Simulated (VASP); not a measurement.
# Ru (P6_3/mmc) in VASP: a series of runs

Runs on Ru. Level: LDA. Tasks: single point.

Everything below comes from runs of VASP 6.6.1. Logs are shortened: lines on timing, memory, paths and dates and some standing lists are left out, and cuts for length are marked.

## Step 1: The cell of the first run

It takes space group P6_3/mmc (No. 194, hexagonal). The conventional cell has a = 2.673 Å, b = 2.673 Å, c = 4.228 Å, α = 90.00°, β = 90.00°, γ = 120.00°. Within 3.5 Å of Ru (site symmetry -6m2) lie 12 Ru at 2.62 to 2.67 Å.

## Step 2: Single point, LDA

Input file INCAR:

```
PREC     = Accurate       # precision mode
ENCUT    = 520            # plane-wave cutoff, eV
EDIFF    = 1E-7           # SCF threshold, eV
ISMEAR   = 0              # smearing method
SIGMA    = 0.1            # smearing width, eV
LREAL    = False          # projectors in reciprocal space
LASPH    = True           # aspherical terms in the spheres
NELM     = 60             # most SCF steps
ALGO     = Normal         # electronic algorithm
ISIF     = 2              # what is computed and relaxed
LWAVE    = False          # write WAVECAR
LCHARG   = False          # write CHGCAR
NBANDS   = 21             # bands
```

Input file KPOINTS:

```
regular mesh
0
Gamma
  9 9 6
```

Input file POSCAR:

```
Ru
1.0
    2.6729789957      0.0000000000      0.0000000000
   -1.3364894978      2.3148677141      0.0000000000
    0.0000000000      0.0000000000      4.2281491564
Ru
2
Direct
    0.3333333333      0.6666666667      0.2500000000
    0.6666666667      0.3333333333      0.7500000000
```

Potentials or basis: VASP PAW LDA potentials, release 64 (Ru_pv).

Run with:

```
$ cat potpaw_LDA.64/Ru_pv/POTCAR > POTCAR
$ mpirun -np 1 vasp_std > vasp.out
```

OUTCAR:

```text
PREC = Accurate
   ENCUT = 520
   EDIFF = 1E-7
   ISMEAR = 0
   LREAL = False
   LASPH = True
   NELM = 60
   ISIF = 2

 ion  position               nearest neighbor table
   1  0.333  0.667  0.250-   2 2.62   2 2.62   2 2.62   2 2.62   2 2.62   2 2.62
   2  0.667  0.333  0.750-   1 2.62   1 2.62   1 2.62   1 2.62   1 2.62   1 2.62

  LATTYP: Found a hexagonal cell.
 ALAT       =     2.6729789957
 C/A-ratio  =     1.5818115904

  Lattice vectors:

 A1 = (   2.6729789957,   0.0000000000,   0.0000000000)
 A2 = (  -1.3364894978,   2.3148677141,   0.0000000000)
 A3 = (   0.0000000000,   0.0000000000,   4.2281491564)

Analysis of symmetry for initial positions (statically):
=====================================================================
 Subroutine PRICEL returns:
 Original cell was already a primitive cell.

 Routine SETGRP: Setting up the symmetry group for a
 hexagonal supercell.

 Subroutine GETGRP returns: Found 24 space group operations
 (whereof 12 operations were pure point group operations)
 out of a pool of 24 trial point group operations.

The static configuration has the point symmetry D_3d.
 The point group associated with its full space group is D_6h.

Analysis of symmetry for dynamics (positions and initial velocities):
=====================================================================
 Subroutine PRICEL returns:
 Original cell was already a primitive cell.

 Routine SETGRP: Setting up the symmetry group for a
 hexagonal supercell.

 Subroutine GETGRP returns: Found 24 space group operations
 (whereof 12 operations were pure point group operations)
 out of a pool of 24 trial point group operations.

The dynamic configuration has the point symmetry D_3d.
 The point group associated with its full space group is D_6h.

 Subroutine INISYM returns: Found 24 space group operations
 (whereof 12 operations are pure point group operations),
 and found     1 'primitive' translations

----------------------------------------------------------------------------------------

                                     Primitive cell

  volume of cell :      26.1621

  direct lattice vectors                    reciprocal lattice vectors
     2.672978996  0.000000000  0.000000000     0.374114425  0.215995064  0.000000000
    -1.336489498  2.314867714  0.000000000     0.000000000  0.431990128  0.000000000
     0.000000000  0.000000000  4.228149156     0.000000000  0.000000000  0.236510105

  length of vectors
[... 79 lines left out ...]
   LASPH  =      T    aspherical Exc in radial PAW
   ENCUT  =  520.0 eV  38.22 Ry    6.18 a.u.   4.97  4.97  7.86*2*pi/ulx,y,z
   NELM   =     60;   NELMIN=  2; NELMDL= -5     # of ELM steps
   EDIFF  = 0.1E-06   stopping-criterion for ELM
   LREAL  =      F    real-space projection
   EDIFFG = 0.1E-05   stopping-criterion for IOM
   NSW    =      0    number of steps for IOM
   IBRION =     -1    ionic relax: 0-MD 1-quasi-New 2-CG
   NFREE  =      0    steps in history (QN), initial steepest desc. (CG)
   ISIF   =      2    stress and relaxation
   ISYM   =      2    0-nonsym 1-usesym 2-fastsym
   POTIM  = 0.5000    time-step for ionic-motion
   TEBEG  =    0.0;   TEEND  =   0.0 temperature during run
   PSTRESS=    0.0 pullay stress
   NELECT =      28.0000    total number of electrons
   NUPDOWN=      -1.0000    fix difference up-down
   EMIN   =  10.00;   EMAX   =-10.00  energy-range for DOS
   EFERMI =   0.00;   METHOD = LEGACY
   ISMEAR =     0;   SIGMA  =   0.10  broadening in eV -4-tet -1-fermi 0-gaus
   EFERMI_NEDOS =   21; number of points for ismear=-14 and -15
   IALGO  =     38    algorithm
   IMIX   =      4    mixing-type and parameters
     AMIX     =   0.40;   BMIX     =  1.00
     AMIX_MAG =   1.60;   BMIX_MAG =  1.00
  volume/ion in A,a.u.               =      13.08        88.28
  Fermi-wavevector in a.u.,A,eV,Ry     =   1.674571  3.164480 38.153283  2.804187
  Thomas-Fermi vector in A             =   2.759343
   LORBIT       =      0    0 simple, 1 ext, 2 COOP (PROOUT), +10 PAW based schemes
   GGA     = CA    functional components
   LHFCALC =     F    Hartree Fock is set to
   AEXX    =    0.0000 exact exchange contribution
   IVDW    =     0    specifies the selected vdW correction
   LEPSILON=     F    determine dielectric tensor
   LRPA    =     F    only Hartree local field effects (RPA)
 non-spin polarized calculation
 Gauss-broadening in eV      SIGMA  =   0.10
  energy-cutoff  :      520.00
  volume of cell :       26.16
 maximum number of plane-waves:       732
 NGX is ok and might be reduce to    20
   NGX =  9   NGY =  9   NGZ = 15

 number of electron      27.9999992 magnetization

 Free energy of the ion-electron system (eV)
  ---------------------------------------------------
  ext. energy  EPLUGINS =         0.00000000
  ---------------------------------------------------
  free energy    TOTEN  =       -21.41109358 eV

  energy without entropy =      -21.40695265  energy(sigma->0) =      -21.40902311

 E-fermi :  13.4543     XC(G=0): -14.6107

 val. band max:       13.3992352133   @ k =   0.4444   0.1111   0.5000
 cond. band min:      13.4684433462   @ k =   0.1111   0.1111   0.3333
 fundamental gap:      0.0692081329
 Fermi energy:        13.4543333887

 k-point     1 :       0.0000    0.0000    0.0000
  band No.  band energies     occupation
      1     -30.2141      2.00000
      2     -29.1569      2.00000
      3     -29.1569      2.00000
      4     -28.9627      2.00000
      5     -28.9627      2.00000
      6     -28.8998      2.00000
[... 565 lines left out ...]
     20      23.3255      0.00000
     21      23.3255      0.00000

 [... further k-points ...]

------------------------ aborting loop because EDIFF is reached ----------------------------------------

  FORCE on cell =-STRESS in cart. coord.  units (eV):
  Direction    XX          YY          ZZ          XY          YZ          ZX
  --------------------------------------------------------------------------------------
  -------------------------------------------------------------------------------------
  Total        0.1478701      0.1478701      0.1668096      0.0000000      0.0000000     -0.0000000
  in kB        9.0556356      9.0556356     10.2155019      0.0000000      0.0000000     -0.0000000
  external PRESSURE =       9.4422577 kB  Pullay stress =       0.0000000 kB

 VOLUME and BASIS-vectors are now :
 -----------------------------------------------------------------------------
  energy-cutoff  :      520.00
  volume of cell :       26.16
      direct lattice vectors                 reciprocal lattice vectors
     2.672978996  0.000000000  0.000000000     0.374114425  0.215995064  0.000000000
    -1.336489498  2.314867714  0.000000000     0.000000000  0.431990128  0.000000000
     0.000000000  0.000000000  4.228149156     0.000000000  0.000000000  0.236510105

 POSITION                                       TOTAL-FORCE (eV/Angst)
 -----------------------------------------------------------------------------------
     -0.00000      1.54325      1.05704         0.000000     -0.000000      0.000000
      1.33649      0.77162      3.17111        -0.000000      0.000000      0.000000
 -----------------------------------------------------------------------------------
    total drift:                               -0.000000      0.000000     -0.000000

  FREE ENERGIE OF THE ION-ELECTRON SYSTEM (eV)
  ---------------------------------------------------
  free  energy   TOTEN  =       -21.4110935830 eV

  energy  without entropy=      -21.4069526453  energy(sigma->0) =      -21.40902311
```

OSZICAR:

```text
N       E                     dE             d eps       ncg     rms          rms(c)
DAV:   1     0.286880154045E+03    0.28688E+03   -0.17462E+04  2024   0.149E+03
DAV:   2    -0.167384484200E+02   -0.30362E+03   -0.29447E+03  2056   0.447E+02
DAV:   3    -0.228147642923E+02   -0.60763E+01   -0.60365E+01  2391   0.708E+01
DAV:   4    -0.228598489815E+02   -0.45085E-01   -0.45017E-01  2399   0.593E+00
DAV:   5    -0.228604026023E+02   -0.55362E-03   -0.54964E-03  2338   0.589E-01    0.201E+01
DAV:   6    -0.215194913082E+02    0.13409E+01   -0.30173E+00  2286   0.166E+01    0.552E+00
DAV:   7    -0.214228364187E+02    0.96655E-01   -0.40956E-01  2286   0.469E+00    0.116E+00
DAV:   8    -0.214116054270E+02    0.11231E-01   -0.16251E-02  2176   0.120E+00    0.319E-01
DAV:   9    -0.214110707560E+02    0.53467E-03   -0.65495E-04  2301   0.275E-01    0.264E-02
DAV:  10    -0.214110933900E+02   -0.22634E-04   -0.17048E-05  2256   0.425E-02    0.824E-03
DAV:  11    -0.214110936188E+02   -0.22872E-06   -0.29845E-06  2246   0.170E-02    0.210E-03
DAV:  12    -0.214110935830E+02    0.35759E-07   -0.65152E-08  1428   0.276E-03
   1 F= -.21411094E+02 E0= -.21409023E+02  d E =-.414094E-02
```

It took 9.7 s on 1 thread of Intel Xeon 6975P-C (Granite Rapids), shared host; peak memory 0.13 GiB.

Results:

| Item | Value |
| --- | --- |
| Free energy | -21.4111 eV |
| Pressure | 0.9 GPa |
| Band gap on the k mesh | zero (bands 14 and 15 overlap by 3.25 eV) |

Levels at points of the mesh, in eV from the Fermi level:
| k point | band 11 | band 12 | band 13 | band 14 | band 15 | band 16 | band 17 | band 18 |
| --- | --- | --- | --- | --- | --- | --- | --- | --- |
| (0.00, 0.00, 0.00) | -2.64 | -2.11 | -2.11 | -1.54 | -1.54 | 1.20 | 1.20 | 1.29 |
| (0.00, 0.00, 0.50) | -3.01 | -3.01 | -2.90 | -2.90 | 0.53 | 0.53 | 0.53 | 0.53 |

## Step 3: Single point, LDA

Input file INCAR:

```
SYSTEM = Ru
  PREC = Accurate
  ENCUT = 520
  EDIFF = 1E-6
  ISMEAR = 0
  SIGMA = 0.1
  LREAL = .FALSE.
  LASPH = .TRUE.
  NELM = 100
  ALGO = Normal
  ISIF = 2
  LWAVE = .FALSE.
  LCHARG = .FALSE.
  NBANDS = 21
```

Input file KPOINTS:

```
regular mesh
0
G
  15 15 8
  0 0 0
```

Input file POSCAR:

```
Ru
1.0
    2.6743058386      0.0000000000      0.0000000000
   -1.3371529193      2.3160167937      0.0000000000
    0.0000000000      0.0000000000      4.2260483469
Ru
2
Direct
    0.3333333333      0.6666666667      0.2500000000
    0.6666666667      0.3333333333      0.7500000000
```

Potentials or basis: VASP PAW LDA potentials, release 64 (Ru_pv).

Run with:

```
$ cat potpaw_LDA.64/Ru_pv/POTCAR > POTCAR
$ mpirun -np 1 vasp_std > vasp.out
```

Run time: 21 s. Hardware: 1 thread of Intel Xeon 6975P-C (Granite Rapids), shared host; peak memory 0.17 GiB.

Results (log left out):

```yaml
Free_energy: -21.3992 eV
Pressure: 0.9 GPa
Band_gap_on_the_k_mesh: zero (bands 14 and 15 overlap by 3.29 eV)
```

Levels at points of the mesh, in eV from the Fermi level:
| k point | band 11 | band 12 | band 13 | band 14 | band 15 | band 16 | band 17 | band 18 |
| --- | --- | --- | --- | --- | --- | --- | --- | --- |
| (0.00, 0.00, 0.00) | -2.56 | -2.03 | -2.03 | -1.48 | -1.48 | 1.27 | 1.27 | 1.36 |
| (0.00, 0.00, 0.50) | -2.94 | -2.94 | -2.83 | -2.83 | 0.60 | 0.60 | 0.60 | 0.60 |
